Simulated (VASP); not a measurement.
# Al (P6_3/mmc) in VASP: a series of runs

Al is run at these levels: RPBE; tasks: single point.

Program: VASP 6.6.1. These are calculated values, not measurements. Logs are shortened: lines on timing, memory, paths and dates and some standing lists are left out, and cuts for length are marked.

## Step 1: The cell of the first run

It takes space group P6_3/mmc (No. 194, hexagonal). Conventional cell: a = 2.863 Å, b = 2.863 Å, c = 9.502 Å, α = 90.00°, β = 90.00°, γ = 120.00°. Al (site symmetry -3m) has 12 Al at 2.86 to 2.89 Å within 3.8 Å. Within 3.8 Å of Al (site symmetry -6m2) lie 12 Al at 2.86 to 2.89 Å.

This isn't the form of Al at room conditions, which is fcc.

## Step 2: Single point, RPBE

Input file INCAR:

```
SYSTEM = Al
ALGO = Normal
EDIFF = 1E-6
ENCUT = 520
GGA = RP
ISIF = 2
ISMEAR = -1
LASPH = .True.
LCHARG = .False.
LREAL = .False.
LWAVE = .False.
NBANDS = 14
NELM = 100
PREC = Accurate
SIGMA = 0.1
```

Input file KPOINTS:

```
k-points
0
Gamma
  13 13 4
  0 0 0
```

Input file POSCAR:

```
Al
1.0
    2.8633085749      0.0000000000      0.0000000000
   -1.4316542875      2.4796979648      0.0000000000
    0.0000000000      0.0000000000      9.5016109238
Al
4
Direct
    0.0000000000      1.0000000000      0.0000000000
    0.0000000000      1.0000000000      0.5000000000
    0.3333333333      0.6666666667      0.2500000000
    0.6666666667      0.3333333333      0.7500000000
```

Potentials or basis: VASP PAW PBE potentials, release 64 (Al).

The run is started by

```console
$ cat potpaw_PBE.64/Al/POTCAR > POTCAR
$ mpirun -np 1 vasp_std > vasp.out
```

OUTCAR:

```text
SYSTEM = Al
   EDIFF = 1E-6
   ENCUT = 520
   GGA = RP
   ISIF = 2
   ISMEAR = -1
   LASPH = .True.
   LREAL = .False.
   NELM = 100
   PREC = Accurate

 ion  position               nearest neighbor table
   1  0.000  0.000  0.000-   3 2.89   4 2.89   4 2.89   3 2.89   4 2.89   3 2.89
   2  0.000  0.000  0.500-   3 2.89   4 2.89   4 2.89   3 2.89   4 2.89   3 2.89
   3  0.333  0.667  0.250-   1 2.89   2 2.89   1 2.89   2 2.89   1 2.89   2 2.89
   4  0.667  0.333  0.750-   1 2.89   2 2.89   1 2.89   2 2.89   1 2.89   2 2.89

  LATTYP: Found a hexagonal cell.
 ALAT       =     2.8633085749
 C/A-ratio  =     3.3184027063

  Lattice vectors:

 A1 = (   2.8633085749,   0.0000000000,   0.0000000000)
 A2 = (  -1.4316542875,   2.4796979648,   0.0000000000)
 A3 = (   0.0000000000,   0.0000000000,   9.5016109238)

Analysis of symmetry for initial positions (statically):
=====================================================================
 Subroutine PRICEL returns:
 Original cell was already a primitive cell.

 Routine SETGRP: Setting up the symmetry group for a
 hexagonal supercell.

 Subroutine GETGRP returns: Found 24 space group operations
 (whereof 12 operations were pure point group operations)
 out of a pool of 24 trial point group operations.

The static configuration has the point symmetry D_3d.
 The point group associated with its full space group is D_6h.

Analysis of symmetry for dynamics (positions and initial velocities):
=====================================================================
 Subroutine PRICEL returns:
 Original cell was already a primitive cell.

 Routine SETGRP: Setting up the symmetry group for a
 hexagonal supercell.

 Subroutine GETGRP returns: Found 24 space group operations
 (whereof 12 operations were pure point group operations)
 out of a pool of 24 trial point group operations.

The dynamic configuration has the point symmetry D_3d.
 The point group associated with its full space group is D_6h.

 Subroutine INISYM returns: Found 24 space group operations
 (whereof 12 operations are pure point group operations),
 and found     1 'primitive' translations

----------------------------------------------------------------------------------------

                                     Primitive cell

  volume of cell :      67.4628

  direct lattice vectors                    reciprocal lattice vectors
     2.863308575  0.000000000  0.000000000     0.349246326  0.201637460  0.000000000
    -1.431654288  2.479697965  0.000000000     0.000000000  0.403274921  0.000000000
     0.000000000  0.000000000  9.501610924     0.000000000  0.000000000  0.105245311

  length of vectors
     2.863308575  2.863308575  9.501610924     0.403274921  0.403274921  0.105245311

  position of ions in fractional coordinates (direct lattice)
     0.000000000  0.000000000  0.000000000
     0.000000000  0.000000000  0.500000000
     0.333333333  0.666666667  0.250000000
     0.666666667  0.333333333  0.750000000

  ion indices of the primitive-cell ions
   primitive index   ion index
                 1           1
                 2           2
                 3           3
                 4           4

----------------------------------------------------------------------------------------

 KPOINTS: k-points

Automatic generation of k-mesh.
 Grid dimensions read from file:
 generate k-points for:   13   13    4

 Generating k-lattice:

  Cartesian coordinates                     Fractional coordinates (reciprocal lattice)
     0.026865102  0.015510574  0.000000000     0.076923077  0.000000000  0.000000000
     0.000000000  0.031021148  0.000000000     0.000000000  0.076923077  0.000000000
     0.000000000  0.000000000  0.026311328     0.000000000  0.000000000  0.250000000

  Length of vectors
     0.031021148  0.031021148  0.026311328

  Shift w.r.t. Gamma in fractional coordinates (k-lattice)
     0.000000000  0.000000000  0.000000000

 Subroutine IBZKPT returns following result:
 ===========================================

 Found     63 irreducible k-points:

 Following reciprocal coordinates:
            Coordinates               Weight
  0.000000  0.000000  0.000000      1.000000
  0.076923 -0.000000  0.000000      6.000000
  0.153846 -0.000000  0.000000      6.000000
  0.230769 -0.000000  0.000000      6.000000
  0.307692 -0.000000  0.000000      6.000000
  0.384615 -0.000000  0.000000      6.000000
[... 16 lines left out ...]
  0.076923 -0.000000  0.250000     12.000000
  0.153846 -0.000000  0.250000     12.000000
 [... further k-points ...]
   k-points           NKPTS =     63   k-points in BZ     NKDIM =     63   number of bands    NBANDS=     14
   number of dos      NEDOS =    301   number of ions     NIONS =      4
   total plane-waves  NPLWV =  41472
   dimension x,y,z NGX =    24 NGY =   24 NGZ =   72
   dimension x,y,z NGXF=    48 NGYF=   48 NGZF=  144
   ions per type =               4
   NGX,Y,Z   is equivalent  to a cutoff of  13.93, 13.93, 12.60 a.u.
   NGXF,Y,Z  is equivalent  to a cutoff of  27.87, 27.87, 25.20 a.u.
 SYSTEM =  Al
   PREC   = accura    normal or accurate (medium, high low for compatibility)
   ISTART =      0    job   : 0-new  1-cont  2-samecut
   ICHARG =      2    charge: 1-file 2-atom 10-const
   ISPIN  =      1    spin polarized calculation?
   LNONCOLLINEAR =      F non collinear calculations
   LSORBIT =      F    spin-orbit coupling
   LASPH  =      T    aspherical Exc in radial PAW
   ENCUT  =  520.0 eV  38.22 Ry    6.18 a.u.   5.32  5.32 17.67*2*pi/ulx,y,z
   NELM   =    100;   NELMIN=  2; NELMDL= -5     # of ELM steps
   EDIFF  = 0.1E-05   stopping-criterion for ELM
   LREAL  =      F    real-space projection
[... 7 lines left out ...]
   TEBEG  =    0.0;   TEEND  =   0.0 temperature during run
   PSTRESS=    0.0 pullay stress
   NELECT =      12.0000    total number of electrons
   NUPDOWN=      -1.0000    fix difference up-down
   EMIN   =  10.00;   EMAX   =-10.00  energy-range for DOS
   EFERMI =   0.00;   METHOD = LEGACY
   ISMEAR =    -1;   SIGMA  =   0.10  broadening in eV -4-tet -1-fermi 0-gaus
   EFERMI_NEDOS =   21; number of points for ismear=-14 and -15
   IALGO  =     38    algorithm
   IMIX   =      4    mixing-type and parameters
     AMIX     =   0.40;   BMIX     =  1.00
     AMIX_MAG =   1.60;   BMIX_MAG =  1.00
  volume/ion in A,a.u.               =      16.87       113.82
  Fermi-wavevector in a.u.,A,eV,Ry     =   0.920691  1.739854 11.533274  0.847672
  Thomas-Fermi vector in A             =   2.046024
   LORBIT       =      0    0 simple, 1 ext, 2 COOP (PROOUT), +10 PAW based schemes
   GGA     = RP    functional components
   LHFCALC =     F    Hartree Fock is set to
   AEXX    =    0.0000 exact exchange contribution
   IVDW    =     0    specifies the selected vdW correction
   LEPSILON=     F    determine dielectric tensor
   LRPA    =     F    only Hartree local field effects (RPA)
 non-spin polarized calculation
  energy-cutoff  :      520.00
  volume of cell :       67.46
 maximum number of plane-waves:      1841
 NGX is ok and might be reduce to    24
   NGX = 11   NGY = 11   NGZ = 35

 number of electron      12.0000000 magnetization

 Free energy of the ion-electron system (eV)
  ---------------------------------------------------
  ext. energy  EPLUGINS =         0.00000000
  ---------------------------------------------------
  free energy    TOTEN  =       -14.00834704 eV

  energy without entropy =      -13.95794072  energy(sigma->0) =      -13.98314388

 E-fermi :   7.8458     XC(G=0): -10.0626

 val. band max:        7.8266430042   @ k =   0.2308   0.2308   0.2500
 cond. band min:       7.8733719693   @ k =   0.3077   0.3077   0.2500
 fundamental gap:      0.0467289651
 Fermi energy:         7.8458372658

 k-point     1 :       0.0000    0.0000    0.0000
  band No.  band energies     occupation
      1      -3.1210      2.00000
      2      -1.4900      2.00000
      3      -1.4894      2.00000
      4       3.2592      2.00000
      5       3.3447      2.00000
      6      10.9716      0.00000
      7      10.9819      0.00000
      8      18.6426      0.00000
      9      18.6426      0.00000
     10      18.8185      0.00000
     11      18.8185      0.00000
     12      19.7656      0.00000
     13      19.7711      0.00000
     14      19.8192      0.00000

 k-point     2 :       0.0769   -0.0000    0.0000
  band No.  band energies     occupation
      1      -2.9786      2.00000
      2      -1.3491      2.00000
      3      -1.3484      2.00000
      4       3.3917      2.00000
      5       3.4841      2.00000
      6      11.0880      0.00000
      7      11.1025      0.00000
      8      16.2635      0.00000
      9      17.2641      0.00000
     10      17.5810      0.00000
     11      17.6699      0.00000
     12      18.6309      0.00000
     13      18.6494      0.00000
     14      18.6686      0.00000

 k-point     3 :       0.1538   -0.0000    0.0000
  band No.  band energies     occupation
      1      -2.5521      2.00000
      2      -0.9275      2.00000
      3      -0.9266      2.00000
      4       3.7891      2.00000
      5       3.8995      2.00000
      6      11.3908      0.00000
      7      11.4452      0.00000
      8      13.4908      0.00000
      9      14.7885      0.00000
     10      14.9028      0.00000
     11      16.0424      0.00000
     12      17.4386      0.00000
     13      17.4411      0.00000
     14      17.4508      0.00000
[... 324 lines left out ...]
 k-point    23 :       0.0769   -0.0000    0.2500
  band No.  band energies     occupation
      1      -2.8762      2.00000
      2      -2.0596      2.00000
      3      -0.4399      2.00000
      4       1.9572      2.00000
      5       5.0994      2.00000
      6       8.9372      0.00004
      7      13.3852      0.00000
      8      16.3461      0.00000
      9      17.0121      0.00000
     10      17.3505      0.00000
     11      18.0404      0.00000
     12      18.1135      0.00000
     13      18.4025      0.00000
     14      18.9306      0.00000

 k-point    24 :       0.1538   -0.0000    0.2500
  band No.  band energies     occupation
      1      -2.4500      2.00000
      2      -1.6357      2.00000
      3      -0.0209      2.00000
      4       2.3686      2.00000
      5       5.4989      2.00000
      6       9.3072      0.00000
      7      13.2500      0.00000
      8      13.8822      0.00000
      9      14.3149      0.00000
     10      15.6303      0.00000
     11      16.1297      0.00000
     12      16.8286      0.00000
     13      17.2895      0.00000
     14      17.9478      0.00000

 [... further k-points ...]

------------------------ aborting loop because EDIFF is reached ----------------------------------------

  FORCE on cell =-STRESS in cart. coord.  units (eV):
  Direction    XX          YY          ZZ          XY          YZ          ZX
  --------------------------------------------------------------------------------------
  -------------------------------------------------------------------------------------
  Total       -0.0841616     -0.0841616     -0.0531107      0.0000000      0.0000000      0.0000000
  in kB       -1.9987585     -1.9987585     -1.2613286      0.0000000      0.0000000      0.0000000
  external PRESSURE =      -1.7529486 kB  Pullay stress =       0.0000000 kB

 VOLUME and BASIS-vectors are now :
 -----------------------------------------------------------------------------
  energy-cutoff  :      520.00
  volume of cell :       67.46
      direct lattice vectors                 reciprocal lattice vectors
     2.863308575  0.000000000  0.000000000     0.349246326  0.201637460  0.000000000
    -1.431654288  2.479697965  0.000000000     0.000000000  0.403274921  0.000000000
     0.000000000  0.000000000  9.501610924     0.000000000  0.000000000  0.105245311

 POSITION                                       TOTAL-FORCE (eV/Angst)
 -----------------------------------------------------------------------------------
      0.00000      0.00000      0.00000         0.000000      0.000000     -0.000000
      0.00000      0.00000      4.75081         0.000000      0.000000     -0.000000
     -0.00000      1.65313      2.37540         0.000000     -0.000000     -0.000000
      1.43165      0.82657      7.12621        -0.000000      0.000000      0.000000
 -----------------------------------------------------------------------------------
    total drift:                               -0.000000      0.000000      0.000000

  FREE ENERGIE OF THE ION-ELECTRON SYSTEM (eV)
  ---------------------------------------------------
  free  energy   TOTEN  =       -14.0083470356 eV

  energy  without entropy=      -13.9579407232  energy(sigma->0) =      -13.98314388
```

It took 59 s on 1 thread of Intel Xeon 8259CL, shared host; peak memory 0.2 GiB.

What came out:

```
Free energy            : -14.0083 eV
Pressure               : -0.2 GPa
Band gap on the k mesh : zero (bands 6 and 7 overlap by 4.93 eV)
```

Caveat: the PAW data sets were made with another functional, which shifts forces and pressure a little.

[end of part 1 of 2]
